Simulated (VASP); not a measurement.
# TeW (P6_3mc) in VASP: a series of runs

TeW is run at these levels: PBE; tasks: single point, relaxation of cell and atoms.

All numbers are computed with VASP 6.6.1; they aren't measurements. Logs are shortened: lines on timing, memory, paths and dates and some standing lists are left out, and cuts for length are marked.

## (1) The cell of the first run

It takes space group P6_3mc (No. 186, hexagonal). The conventional cell has a = 4.378 Å, b = 4.378 Å, c = 6.847 Å, α = 90.00°, β = 90.00°, γ = 120.00°. Te (site symmetry 3m) has 4 W at 2.64 to 2.65 Å within 3.5 Å. W (site symmetry 3m) has 4 Te at 2.64 to 2.65 Å within 3.5 Å.

## (2) Single point, PBE

INCAR

```
ALGO     = Normal         # electronic algorithm
EDIFF    = 1E-6           # SCF threshold, eV
ENCUT    = 520            # plane-wave cutoff, eV
GGA      = PE             # functional
ISIF     = 2              # what is computed and relaxed
ISMEAR   = 0              # smearing method
LASPH    = T              # aspherical terms in the spheres
LCHARG   = T              # write CHGCAR
LELF     = T              # ELF
LREAL    = F              # projectors in reciprocal space
LVHAR    = T            
LWAVE    = F              # write WAVECAR
NBANDS   = 28             # bands
NELM     = 80             # most SCF steps
PREC     = Accurate       # precision mode
SIGMA    = 0.1            # smearing width, eV
```

KPOINTS

```
k-points
0
Gamma
  6 6 4
```

POSCAR

```
TeW
1.0
    4.3784564984      0.0000000000      0.0000000000
   -2.1892282492      3.7918545570      0.0000000000
    0.0000000000      0.0000000000      6.8467746865
Te W
2 2
Direct
    0.3333333333      0.6666666667     -0.0016035385
    0.6666666667      0.3333333333      0.4983964615
    0.3333333333      0.6666666667      0.3837035385
    0.6666666667      0.3333333333      0.8837035385
```

Potentials or basis: VASP PAW PBE potentials, release 64 (Te, W_sv).

Command:

```bash
cat potpaw_PBE.64/Te/POTCAR potpaw_PBE.64/W_sv/POTCAR > POTCAR
mpirun -np 1 vasp_std > vasp.out
```

OUTCAR:

```text
EDIFF = 1E-6
   ENCUT = 520
   GGA = PE
   ISIF = 2
   ISMEAR = 0
   LASPH = T
   LREAL = F
   NELM = 80
   PREC = Accurate

 ion  position               nearest neighbor table
   1  0.333  0.667  0.998-   3 2.64   4 2.65   4 2.65   4 2.65
   2  0.667  0.333  0.498-   4 2.64   3 2.65   3 2.65   3 2.65
   3  0.333  0.667  0.384-   1 2.64   2 2.65   2 2.65   2 2.65
   4  0.667  0.333  0.884-   2 2.64   1 2.65   1 2.65   1 2.65

  LATTYP: Found a hexagonal cell.
 ALAT       =     4.3784564984
 C/A-ratio  =     1.5637416265

  Lattice vectors:

 A1 = (   4.3784564984,   0.0000000000,   0.0000000000)
 A2 = (  -2.1892282492,   3.7918545570,   0.0000000000)
 A3 = (   0.0000000000,   0.0000000000,   6.8467746865)

Analysis of symmetry for initial positions (statically):
=====================================================================
 Subroutine PRICEL returns:
 Original cell was already a primitive cell.

 Routine SETGRP: Setting up the symmetry group for a
 hexagonal supercell.

 Subroutine GETGRP returns: Found 12 space group operations
 (whereof  6 operations were pure point group operations)
 out of a pool of 24 trial point group operations.

The static configuration has the point symmetry C_3v.
 The point group associated with its full space group is C_6v.

Analysis of symmetry for dynamics (positions and initial velocities):
=====================================================================
 Subroutine PRICEL returns:
 Original cell was already a primitive cell.

 Routine SETGRP: Setting up the symmetry group for a
 hexagonal supercell.

 Subroutine GETGRP returns: Found 12 space group operations
 (whereof  6 operations were pure point group operations)
 out of a pool of 24 trial point group operations.

The dynamic configuration has the point symmetry C_3v.
 The point group associated with its full space group is C_6v.

 Subroutine INISYM returns: Found 12 space group operations
 (whereof  6 operations are pure point group operations),
 and found     1 'primitive' translations

----------------------------------------------------------------------------------------

                                     Primitive cell

  volume of cell :     113.6734

  direct lattice vectors                    reciprocal lattice vectors
     4.378456498  0.000000000  0.000000000     0.228390987  0.131861598  0.000000000
    -2.189228249  3.791854557  0.000000000     0.000000000  0.263723195  0.000000000
     0.000000000  0.000000000  6.846774686     0.000000000  0.000000000  0.146054171

  length of vectors
     4.378456498  4.378456498  6.846774686     0.263723195  0.263723195  0.146054171

  position of ions in fractional coordinates (direct lattice)
     0.333333333  0.666666667  0.998396462
     0.666666667  0.333333333  0.498396462
     0.333333333  0.666666667  0.383703539
     0.666666667  0.333333333  0.883703539

  ion indices of the primitive-cell ions
   primitive index   ion index
                 1           1
                 2           2
                 3           3
                 4           4

----------------------------------------------------------------------------------------

 KPOINTS: k-points

Automatic generation of k-mesh.
 Grid dimensions read from file:
 generate k-points for:    6    6    4

 Generating k-lattice:

  Cartesian coordinates                     Fractional coordinates (reciprocal lattice)
     0.038065164  0.021976933  0.000000000     0.166666667 -0.000000000  0.000000000
     0.000000000  0.043953866  0.000000000     0.000000000  0.166666667  0.000000000
     0.000000000  0.000000000  0.036513543     0.000000000  0.000000000  0.250000000

  Length of vectors
     0.043953866  0.043953866  0.036513543

  Shift w.r.t. Gamma in fractional coordinates (k-lattice)
     0.000000000  0.000000000  0.000000000

 Subroutine IBZKPT returns following result:
 ===========================================

 Found     21 irreducible k-points:

 Following reciprocal coordinates:
            Coordinates               Weight
  0.000000  0.000000  0.000000      1.000000
  0.166667  0.000000  0.000000      6.000000
  0.333333  0.000000  0.000000      6.000000
  0.500000  0.000000  0.000000      3.000000
  0.166667  0.166667  0.000000      6.000000
  0.333333  0.166667  0.000000     12.000000
[... 13 lines left out ...]
  0.333333  0.166667  0.500000     12.000000
  0.333333  0.333333  0.500000      2.000000
   k-points           NKPTS =     21   k-points in BZ     NKDIM =     21   number of bands    NBANDS=     28
   number of dos      NEDOS =    301   number of ions     NIONS =      4
   total plane-waves  NPLWV =  69984
   dimension x,y,z NGX =    36 NGY =   36 NGZ =   54
   dimension x,y,z NGXF=    72 NGYF=   72 NGZF=  108
   ions per type =               2   2
   NGX,Y,Z   is equivalent  to a cutoff of  13.67, 13.67, 13.11 a.u.
   NGXF,Y,Z  is equivalent  to a cutoff of  27.34, 27.34, 26.22 a.u.
 SYSTEM =  unknown system
   PREC   = accura    normal or accurate (medium, high low for compatibility)
   ISTART =      0    job   : 0-new  1-cont  2-samecut
   ICHARG =      2    charge: 1-file 2-atom 10-const
   ISPIN  =      1    spin polarized calculation?
   LNONCOLLINEAR =      F non collinear calculations
   LSORBIT =      F    spin-orbit coupling
   LASPH  =      T    aspherical Exc in radial PAW
   ENCUT  =  520.0 eV  38.22 Ry    6.18 a.u.   8.14  8.14 12.73*2*pi/ulx,y,z
   NELM   =     80;   NELMIN=  2; NELMDL= -5     # of ELM steps
   EDIFF  = 0.1E-05   stopping-criterion for ELM
   LREAL  =      F    real-space projection
   EDIFFG = 0.1E-04   stopping-criterion for IOM
   NSW    =      0    number of steps for IOM
   IBRION =     -1    ionic relax: 0-MD 1-quasi-New 2-CG
   NFREE  =      0    steps in history (QN), initial steepest desc. (CG)
   ISIF   =      2    stress and relaxation
   ISYM   =      2    0-nonsym 1-usesym 2-fastsym
   POTIM  = 0.5000    time-step for ionic-motion
   TEBEG  =    0.0;   TEEND  =   0.0 temperature during run
   PSTRESS=    0.0 pullay stress
   NELECT =      40.0000    total number of electrons
   NUPDOWN=      -1.0000    fix difference up-down
   EMIN   =  10.00;   EMAX   =-10.00  energy-range for DOS
   EFERMI =   0.00;   METHOD = LEGACY
   ISMEAR =     0;   SIGMA  =   0.10  broadening in eV -4-tet -1-fermi 0-gaus
   EFERMI_NEDOS =   21; number of points for ismear=-14 and -15
   IALGO  =     38    algorithm
   IMIX   =      4    mixing-type and parameters
     AMIX     =   0.40;   BMIX     =  1.00
     AMIX_MAG =   1.60;   BMIX_MAG =  1.00
  volume/ion in A,a.u.               =      28.42       191.78
  Fermi-wavevector in a.u.,A,eV,Ry     =   1.155780  2.184108 18.175041  1.335828
  Thomas-Fermi vector in A             =   2.292406
   LORBIT       =      0    0 simple, 1 ext, 2 COOP (PROOUT), +10 PAW based schemes
   GGA     = PE    functional components
   LHFCALC =     F    Hartree Fock is set to
   AEXX    =    0.0000 exact exchange contribution
   IVDW    =     0    specifies the selected vdW correction
   LEPSILON=     F    determine dielectric tensor
   LRPA    =     F    only Hartree local field effects (RPA)
 non-spin polarized calculation
 Gauss-broadening in eV      SIGMA  =   0.10
  energy-cutoff  :      520.00
  volume of cell :      113.67
 maximum number of plane-waves:      3086
 NGX is ok and might be reduce to    36
   NGX = 17   NGY = 17   NGZ = 25

 number of electron      40.0000002 magnetization

 Free energy of the ion-electron system (eV)
  ---------------------------------------------------
  ext. energy  EPLUGINS =         0.00000000
  ---------------------------------------------------
  free energy    TOTEN  =       -26.16233004 eV

  energy without entropy =      -26.13101919  energy(sigma->0) =      -26.14667461

 E-fermi :   6.3515     XC(G=0):  -9.8818

 val. band max:        6.3032337037   @ k =   0.5000   0.0000   0.0000
 cond. band min:       6.3540022100   @ k =   0.0000   0.0000   0.2500
 fundamental gap:      0.0507685063
 Fermi energy:         6.3515147501

 k-point     1 :       0.0000    0.0000    0.0000
  band No.  band energies     occupation
      1     -67.4689      2.00000
      2     -67.4685      2.00000
      3     -31.7985      2.00000
      4     -31.7774      2.00000
      5     -31.7121      2.00000
      6     -31.7121      2.00000
[... 20 lines left out ...]
     27      11.1994      0.00000
     28      11.1994      0.00000

 k-point     2 :       0.1667    0.0000    0.0000
  band No.  band energies     occupation
      1     -67.4688      2.00000
      2     -67.4684      2.00000
      3     -31.7970      2.00000
      4     -31.7783      2.00000
      5     -31.7153      2.00000
      6     -31.7131      2.00000
[... 20 lines left out ...]
     27      10.3025      0.00000
     28      10.4800      0.00000

 k-point     3 :       0.3333    0.0000    0.0000
  band No.  band energies     occupation
      1     -67.4686      2.00000
      2     -67.4684      2.00000
      3     -31.7933      2.00000
      4     -31.7809      2.00000
      5     -31.7218      2.00000
      6     -31.7191      2.00000
[... 20 lines left out ...]
     27      10.5944      0.00000
     28      11.1787      0.00000

 k-point     4 :       0.5000    0.0000    0.0000
  band No.  band energies     occupation
      1     -67.4685      2.00000
      2     -67.4684      2.00000
      3     -31.7904      2.00000
      4     -31.7833      2.00000
      5     -31.7250      2.00000
      6     -31.7227      2.00000
[... 485 lines left out ...]
     27      11.1424      0.00000
     28      11.1424      0.00000

 k-point    20 :       0.3333    0.1667    0.5000
  band No.  band energies     occupation
      1     -67.4685      2.00000
      2     -67.4685      2.00000
      3     -31.7873      2.00000
      4     -31.7873      2.00000
      5     -31.7221      2.00000
      6     -31.7221      2.00000
[... 20 lines left out ...]
     27      11.5723      0.00000
     28      11.5723      0.00000

 k-point    21 :       0.3333    0.3333    0.5000
  band No.  band energies     occupation
      1     -67.4684      2.00000
      2     -67.4684      2.00000
      3     -31.7873      2.00000
      4     -31.7873      2.00000
      5     -31.7220      2.00000
      6     -31.7220      2.00000
[... 20 lines left out ...]
     27      12.2197      0.00000
     28      12.2197      0.00000

------------------------ aborting loop because EDIFF is reached ----------------------------------------

  FORCE on cell =-STRESS in cart. coord.  units (eV):
  Direction    XX          YY          ZZ          XY          YZ          ZX
  --------------------------------------------------------------------------------------
  -------------------------------------------------------------------------------------
  Total        0.0064808      0.0064808     -0.2270680      0.0000000      0.0000000      0.0000000
  in kB        0.0913435      0.0913435     -3.2004257      0.0000000      0.0000000      0.0000000
  external PRESSURE =      -1.0059129 kB  Pullay stress =       0.0000000 kB

 VOLUME and BASIS-vectors are now :
 -----------------------------------------------------------------------------
  energy-cutoff  :      520.00
  volume of cell :      113.67
      direct lattice vectors                 reciprocal lattice vectors
     4.378456498  0.000000000  0.000000000     0.228390987  0.131861598  0.000000000
    -2.189228249  3.791854557  0.000000000     0.000000000  0.263723195  0.000000000
     0.000000000  0.000000000  6.846774686     0.000000000  0.000000000  0.146054171

 POSITION                                       TOTAL-FORCE (eV/Angst)
 -----------------------------------------------------------------------------------
     -0.00000      2.52790      6.83580        -0.000000     -0.000000      0.001312
      2.18923      1.26395      3.41241        -0.000000     -0.000000      0.001312
     -0.00000      2.52790      2.62713         0.000000      0.000000     -0.001312
      2.18923      1.26395      6.05052        -0.000000     -0.000000     -0.001312
 -----------------------------------------------------------------------------------
    total drift:                               -0.000000      0.000000     -0.002073

  FREE ENERGIE OF THE ION-ELECTRON SYSTEM (eV)
  ---------------------------------------------------
  free  energy   TOTEN  =       -26.1623300382 eV

  energy  without entropy=      -26.1310191908  energy(sigma->0) =      -26.14667461
```

It took 39 s on 1 thread of AMD EPYC 9R45 (Zen 5), shared host; peak memory 0.23 GiB.

What came out:

| Property | Result |
| --- | --- |
| Free energy | -26.1623 eV |
| Pressure | -0.1 GPa |
| Band gap on the k mesh | zero (band 20 reaches 6.58 eV, above the bottom of band 21 at 6.25 eV) |

Stress tensor (GPa, compression positive):
```
 0.01  0.00  0.00
 0.00  0.01  0.00
 0.00  0.00 -0.32
```

Caveat: spin-orbit coupling is left out, which moves the levels of the heavy elements.

(Continued in part 2 of 2.)
